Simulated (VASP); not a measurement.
# Bi2Te3 in VASP: single point with PBE+D3(BJ)

Aim: the single point of Bi2Te3 with PBE+D3(BJ).

All numbers are computed with VASP 6.6.1; they aren't measurements. Logs are shortened: lines on timing, memory, paths and dates and some standing lists are left out, and cuts for length are marked.

**1. The cell of the first run**

The cell holds a slab with vacuum, 5 atoms: a = 4.388 Å, b = 4.388 Å, c = 41.019 Å, α = 90.00°, β = 90.00°, γ = 120.00°.

**2. Single point, PBE+D3(BJ) (atoms taken out)**

INCAR

```
PREC = Accurate
ENCUT = 400
EDIFF = 1E-6
ISMEAR = 0
SIGMA = 0.1
LREAL = F
LASPH = T
NELM = 120
ALGO = Normal
ISIF = 2
LWAVE = F
LCHARG = F
LDIPOL = T
IDIPOL = 3
DIPOL = 0.5 0.5 0.500
GGA = PE
IVDW = 12
NBANDS = 32
GGA_COMPAT = F
NELMDL = -8
```

KPOINTS

```
regular mesh
0
Gamma
  6 6 1
```

POSCAR

```
Bi2Te3
1.0
    4.3877681463      0.0000000000      0.0000000000
   -2.1938840732      3.7999186806      0.0000000000
    0.0000000000      0.0000000000     41.0186661159
Te Bi
3 2
Direct
    0.0000000000      0.0000000000      0.4084644411
    0.6666666667      0.3333333333      0.5000000000
    0.3333333333      0.6666666667      0.5915355589
    0.3333333333      0.6666666667      0.4506653761
    0.0000000000      0.0000000000      0.5493346239
```

Potentials or basis: VASP PAW PBE potentials, release 64 (Te, Bi_d).

Run with:

```
$ cat potpaw_PBE.64/Te/POTCAR potpaw_PBE.64/Bi_d/POTCAR > POTCAR
$ mpirun -np 1 vasp_std > vasp.out
```

OUTCAR:

```text
PREC = Accurate
   ENCUT = 400
   EDIFF = 1E-6
   ISMEAR = 0
   LREAL = F
   LASPH = T
   NELM = 120
   ISIF = 2
   GGA = PE
   IVDW = 12
   NELMDL = -8
 IVDW          = 12

 ion  position               nearest neighbor table
   1  0.000  0.000  0.408-   4 3.07   4 3.07   4 3.07
   2  0.667  0.333  0.500-   4 3.24   4 3.24   5 3.24   5 3.24   5 3.24   4 3.24
   3  0.333  0.667  0.592-   5 3.07   5 3.07   5 3.07
   4  0.333  0.667  0.451-   1 3.07   1 3.07   1 3.07   2 3.24   2 3.24   2 3.24
   5  0.000  0.000  0.549-   3 3.07   3 3.07   3 3.07   2 3.24   2 3.24   2 3.24

  LATTYP: Found a hexagonal cell.
 ALAT       =     4.3877681463
 C/A-ratio  =     9.3484123929

  Lattice vectors:

 A1 = (   4.3877681463,   0.0000000000,   0.0000000000)
 A2 = (  -2.1938840732,   3.7999186806,   0.0000000000)
 A3 = (   0.0000000000,   0.0000000000,  41.0186661159)

Analysis of symmetry for initial positions (statically):
=====================================================================
 Subroutine PRICEL returns:
 Original cell was already a primitive cell.

 Routine SETGRP: Setting up the symmetry group for a
 hexagonal supercell.

 Subroutine GETGRP returns: Found 12 space group operations
 (whereof  6 operations were pure point group operations)
 out of a pool of 24 trial point group operations.

The static configuration has the point symmetry C_3v.
 The point group associated with its full space group is D_3d.

Analysis of symmetry for dynamics (positions and initial velocities):
=====================================================================
 Subroutine PRICEL returns:
 Original cell was already a primitive cell.

 Routine SETGRP: Setting up the symmetry group for a
 hexagonal supercell.

 Subroutine GETGRP returns: Found 12 space group operations
 (whereof  6 operations were pure point group operations)
 out of a pool of 24 trial point group operations.

The dynamic configuration has the point symmetry C_3v.
 The point group associated with its full space group is D_3d.

 Subroutine INISYM returns: Found 12 space group operations
 (whereof  6 operations are pure point group operations),
 and found     1 'primitive' translations

----------------------------------------------------------------------------------------

                                     Primitive cell

  volume of cell :     683.9109

  direct lattice vectors                    reciprocal lattice vectors
     4.387768146  0.000000000  0.000000000     0.227906299  0.131581763  0.000000000
    -2.193884073  3.799918681  0.000000000     0.000000000  0.263163526  0.000000000
     0.000000000  0.000000000 41.018666116     0.000000000  0.000000000  0.024379145

  length of vectors
     4.387768146  4.387768146 41.018666116     0.263163526  0.263163526  0.024379145

  position of ions in fractional coordinates (direct lattice)
     0.000000000  0.000000000  0.408464441
     0.666666667  0.333333333  0.500000000
     0.333333333  0.666666667  0.591535559
     0.333333333  0.666666667  0.450665376
     0.000000000  0.000000000  0.549334624

  ion indices of the primitive-cell ions
   primitive index   ion index
                 1           1
                 2           2
                 3           3
                 4           4
                 5           5

----------------------------------------------------------------------------------------

 KPOINTS: regular mesh

Automatic generation of k-mesh.
 Grid dimensions read from file:
 generate k-points for:    6    6    1

 Generating k-lattice:

  Cartesian coordinates                     Fractional coordinates (reciprocal lattice)
     0.037984383  0.021930294  0.000000000     0.166666667  0.000000000  0.000000000
     0.000000000  0.043860588  0.000000000     0.000000000  0.166666667  0.000000000
     0.000000000  0.000000000  0.024379145     0.000000000  0.000000000  1.000000000

  Length of vectors
     0.043860588  0.043860588  0.024379145

  Shift w.r.t. Gamma in fractional coordinates (k-lattice)
     0.000000000  0.000000000  0.000000000

 Subroutine IBZKPT returns following result:
 ===========================================

 Found      7 irreducible k-points:

 Following reciprocal coordinates:
            Coordinates               Weight
  0.000000  0.000000  0.000000      1.000000
  0.166667 -0.000000  0.000000      6.000000
  0.333333  0.000000  0.000000      6.000000
  0.500000  0.000000  0.000000      3.000000
  0.166667  0.166667  0.000000      6.000000
  0.333333  0.166667  0.000000     12.000000
  0.333333  0.333333  0.000000      2.000000
   k-points           NKPTS =      7   k-points in BZ     NKDIM =      7   number of bands    NBANDS=     32
   number of dos      NEDOS =    301   number of ions     NIONS =      5
   total plane-waves  NPLWV = 243000
   dimension x,y,z NGX =    30 NGY =   30 NGZ =  270
   dimension x,y,z NGXF=    60 NGYF=   60 NGZF=  540
   ions per type =               3   2
   NGX,Y,Z   is equivalent  to a cutoff of  11.37, 11.37, 10.94 a.u.
   NGXF,Y,Z  is equivalent  to a cutoff of  22.73, 22.73, 21.89 a.u.
 SYSTEM =  unknown system
   PREC   = accura    normal or accurate (medium, high low for compatibility)
   ISTART =      0    job   : 0-new  1-cont  2-samecut
   ICHARG =      2    charge: 1-file 2-atom 10-const
   ISPIN  =      1    spin polarized calculation?
   LNONCOLLINEAR =      F non collinear calculations
   LSORBIT =      F    spin-orbit coupling
   LASPH  =      T    aspherical Exc in radial PAW
   ENCUT  =  400.0 eV  29.40 Ry    5.42 a.u.   7.16  7.16 66.89*2*pi/ulx,y,z
   NELM   =    120;   NELMIN=  2; NELMDL= -8     # of ELM steps
   EDIFF  = 0.1E-05   stopping-criterion for ELM
   LREAL  =      F    real-space projection
   EDIFFG = 0.1E-04   stopping-criterion for IOM
   NSW    =      0    number of steps for IOM
   IBRION =     -1    ionic relax: 0-MD 1-quasi-New 2-CG
   NFREE  =      0    steps in history (QN), initial steepest desc. (CG)
   ISIF   =      2    stress and relaxation
   ISYM   =      2    0-nonsym 1-usesym 2-fastsym
   POTIM  = 0.5000    time-step for ionic-motion
   TEBEG  =    0.0;   TEEND  =   0.0 temperature during run
   PSTRESS=    0.0 pullay stress
   NELECT =      48.0000    total number of electrons
   NUPDOWN=      -1.0000    fix difference up-down
   EMIN   =  10.00;   EMAX   =-10.00  energy-range for DOS
   EFERMI =   0.00;   METHOD = LEGACY
   ISMEAR =     0;   SIGMA  =   0.10  broadening in eV -4-tet -1-fermi 0-gaus
   EFERMI_NEDOS =   21; number of points for ismear=-14 and -15
   IALGO  =     38    algorithm
   IMIX   =      4    mixing-type and parameters
     AMIX     =   0.40;   BMIX     =  1.00
     AMIX_MAG =   1.60;   BMIX_MAG =  1.00
  volume/ion in A,a.u.               =     136.78       923.05
  Fermi-wavevector in a.u.,A,eV,Ry     =   0.675288  1.276108  6.204437  0.456013
  Thomas-Fermi vector in A             =   1.752259
   LORBIT       =      0    0 simple, 1 ext, 2 COOP (PROOUT), +10 PAW based schemes
   GGA     = PE    functional components
   LHFCALC =     F    Hartree Fock is set to
   AEXX    =    0.0000 exact exchange contribution
   IVDW    =    12    specifies the selected vdW correction
   LEPSILON=     F    determine dielectric tensor
   LRPA    =     F    only Hartree local field effects (RPA)
 non-spin polarized calculation
 Gauss-broadening in eV      SIGMA  =   0.10
  energy-cutoff  :      400.00
  volume of cell :      683.91
 maximum number of plane-waves:     12513
 NGX is ok and might be reduce to    30
   NGX = 15   NGY = 15   NGZ =133

 number of electron      48.0000003 magnetization

 dipolmoment           0.000000      0.000000      0.000000 electrons x Angstroem

 Free energy of the ion-electron system (eV)
  ---------------------------------------------------
  ext. energy  EPLUGINS =         0.00000000
  ---------------------------------------------------
  free energy    TOTEN  =       -18.33374821 eV

  energy without entropy =      -18.33374821  energy(sigma->0) =      -18.33374821

 E-fermi :  -2.2962     XC(G=0):  -2.6480

 val. band max:       -2.7412240086   @ k =   0.1667  -0.0000   0.0000
 cond. band min:      -1.7233713562   @ k =   0.0000   0.0000   0.0000
 fundamental gap:      1.0178526524
 Fermi energy:        -2.2961533978

 k-point     1 :       0.0000    0.0000    0.0000
  band No.  band energies     occupation
      1     -25.3394      2.00000
      2     -25.3394      2.00000
      3     -25.3380      2.00000
      4     -25.3380      2.00000
      5     -25.3317      2.00000
      6     -25.3304      2.00000
[... 24 lines left out ...]
     31       2.1610      0.00000
     32       2.2245      0.00000

 k-point     2 :       0.1667   -0.0000    0.0000
  band No.  band energies     occupation
      1     -25.3415      2.00000
      2     -25.3398      2.00000
      3     -25.3367      2.00000
      4     -25.3353      2.00000
      5     -25.3305      2.00000
      6     -25.3291      2.00000
[... 24 lines left out ...]
     31       2.2230      0.00000
     32       2.5143      0.00000

 k-point     3 :       0.3333    0.0000    0.0000
  band No.  band energies     occupation
      1     -25.3466      2.00000
      2     -25.3442      2.00000
      3     -25.3341      2.00000
      4     -25.3327      2.00000
      5     -25.3319      2.00000
      6     -25.3304      2.00000
[... 24 lines left out ...]
     31       1.7060      0.00000
     32       3.0042      0.00000

 k-point     4 :       0.5000    0.0000    0.0000
  band No.  band energies     occupation
      1     -25.3494      2.00000
      2     -25.3466      2.00000
      3     -25.3340      2.00000
      4     -25.3339      2.00000
      5     -25.3315      2.00000
      6     -25.3312      2.00000
[... 24 lines left out ...]
     31       1.8509      0.00000
     32       3.0940      0.00000

 k-point     5 :       0.1667    0.1667    0.0000
  band No.  band energies     occupation
      1     -25.3435      2.00000
      2     -25.3420      2.00000
      3     -25.3349      2.00000
      4     -25.3345      2.00000
      5     -25.3303      2.00000
      6     -25.3299      2.00000
[... 24 lines left out ...]
     31       2.3745      0.00000
     32       2.4442      0.00000

 k-point     6 :       0.3333    0.1667    0.0000
  band No.  band energies     occupation
      1     -25.3461      2.00000
      2     -25.3439      2.00000
      3     -25.3361      2.00000
      4     -25.3332      2.00000
      5     -25.3315      2.00000
      6     -25.3297      2.00000
[... 24 lines left out ...]
     31       1.9242      0.00000
     32       3.2516      0.00000

 k-point     7 :       0.3333    0.3333    0.0000
  band No.  band energies     occupation
      1     -25.3418      2.00000
      2     -25.3418      2.00000
      3     -25.3406      2.00000
      4     -25.3356      2.00000
      5     -25.3267      2.00000
      6     -25.3267      2.00000
[... 24 lines left out ...]
     31       3.7009      0.00000
     32       3.7009      0.00000

------------------------ aborting loop because EDIFF is reached ----------------------------------------

 vacuum level on the upper side and lower side of the slab       (xc-potential included)        -0.136        -0.136

 Edisp (eV)   -1.76350

 E8    (eV) :    -0.8683

  FORCE on cell =-STRESS in cart. coord.  units (eV):
  Direction    XX          YY          ZZ          XY          YZ          ZX
  --------------------------------------------------------------------------------------
  -------------------------------------------------------------------------------------
  Total      -0.70616    -0.70616    -0.07847     0.00000     0.00000    -0.00000
  in kB      -1.65430    -1.65430    -0.18383     0.00000     0.00000    -0.00000
  external pressure =       -1.16 kB  Pullay stress =        0.00 kB

 VOLUME and BASIS-vectors are now :
 -----------------------------------------------------------------------------
  energy-cutoff  :      400.00
  volume of cell :      683.91
      direct lattice vectors                 reciprocal lattice vectors
     4.387768146  0.000000000  0.000000000     0.227906299  0.131581763  0.000000000
    -2.193884073  3.799918681  0.000000000     0.000000000  0.263163526  0.000000000
     0.000000000  0.000000000 41.018666116     0.000000000  0.000000000  0.024379145

 POSITION                                       TOTAL-FORCE (eV/Angst)
 -----------------------------------------------------------------------------------
      0.00000      0.00000     16.75467         0.000000     -0.000000      0.019668
      2.19388      1.26664     20.50933        -0.000000     -0.000000     -0.000000
     -0.00000      2.53328     24.26400        -0.000000      0.000000     -0.019668
     -0.00000      2.53328     18.48569         0.000000     -0.000000     -0.035112
      0.00000      0.00000     22.53297        -0.000000      0.000000      0.035112
 -----------------------------------------------------------------------------------
    total drift:                                0.000000     -0.000000      0.000000

  FREE ENERGIE OF THE ION-ELECTRON SYSTEM (eV)
  ---------------------------------------------------
  free  energy   TOTEN  =       -20.0972494542 eV

  energy  without entropy=      -20.0972494542  energy(sigma->0) =      -20.09724945

 vacuum level on the upper side and lower side of the slab         2.596         2.596
```

Wall time 3.4 min (1 thread of Intel Xeon Platinum 8375C at 2.90GHz (Ice Lake), shared host); peak memory 0.53 GiB.

Results:

* Free energy: -20.0972 eV
* Largest force: 0.035 eV/Å
* Band gap on the k mesh: 1.02 eV (least direct gap 1.29 eV)
* Dispersion energy per atom: -0.353 eV

Forces in eV/Å, atoms in the order of the input:
```
Te   0.000  0.000  0.020
Te   0.000  0.000  0.000
Te   0.000  0.000 -0.020
Bi   0.000  0.000 -0.035
Bi   0.000  0.000  0.035
```

Caveat: the cell differs from its parent crystal (atoms taken out); spin-orbit coupling is left out, which moves the levels of the heavy elements.
